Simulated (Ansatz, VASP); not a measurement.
# One calculation of Ru, two programs

File INCAR:

```
  PREC = Accurate
  ENCUT = 520
  EDIFF = 1E-7
  ISMEAR = -1
  SIGMA = 0.05
  LREAL = F
  LASPH = T
  NELM = 150
  ALGO = Normal
  ISIF = 2
  LWAVE = F
  LCHARG = F
  LNONCOLLINEAR = T
  MAGMOM = 0 0 0 0 0 0
  LORBIT = 11
  LSORBIT = T
  GGA_COMPAT = F
  LORBMOM = T
  LMAXMIX = 4
  GGA = PE
  NBANDS = 40
```

The input KPOINTS:

```
regular mesh
0
Gamma
  14 14 8
```

Contents of POSCAR:

```
Ru
1.0
    2.7078263433      0.0000000000      0.0000000000
   -1.3539131716      2.3450464023      0.0000000000
    0.0000000000      0.0000000000      4.2681017800
Ru
2
Direct
    0.3333333333      0.6666666667      0.2500000000
    0.6666666667      0.3333333333      0.7500000000
```

Input for Ansatz:

```yaml
crystal:
  lattice:
    - [2.7078263433, 0.0, 0.0]
    - [-1.3539131716, 2.3450464023, 0.0]
    - [0.0, 0.0, 4.26810178]
  atoms:
    - { symbol: Ru, position: [0.3333333333, 0.6666666667, 0.25] }
    - { symbol: Ru, position: [0.6666666667, 0.3333333333, 0.75] }
kpoints:
  mp_grid: { grid: [14, 14, 8] }
  band_path:
    path:
      - [0.0, 0.0, 0.0]
      - [0.5, 0.0, 0.0]
      - [0.3333333333, 0.3333333333, 0.0]
      - [0.0, 0.0, 0.0]
      - [0.0, 0.0, 0.5]
      - [0.5, 0.0, 0.5]
      - [0.3333333333, 0.3333333333, 0.5]
      - [0.0, 0.0, 0.5]
      - [0.5, 0.0, 0.5]
    npoints: 5
scf:
  occupations: { method: fermi_dirac, width: 0.05 }
hamiltonian:
  xc: pbe
  pseudopotentials: { kind: all_electron, lapw: { basis_error: 0.001 } }
output:
  forces: true
  stress: true
  eigenvalues: true
magnetization:
  noncollinear: true
  spin_orbit: true
```

Alike in both runs: task single point; functional PBE; k mesh 14 × 14 × 8; occupations fermi-dirac, width 0.05 eV; non-collinear spin, spin-orbit coupling.

```csv
,VASP,Ansatz
version,VASP 6.6.1,Ansatz 0.2.0
potentials or method,"VASP PAW PBE potentials, release 64 (Ru_pv), cutoff 520 eV",all-electron LAPW
```

|  | VASP | Ansatz | Ansatz less VASP |
| --- | --- | --- | --- |
| pressure (GPa) | 5.4 | 5.3 | -0.08 |
| traceless stress, the component that is largest in VASP (GPa) | 0.31 | 0.27 | -0.044 |

Ansatz ran all-electron here, and VASP with PAW potentials.
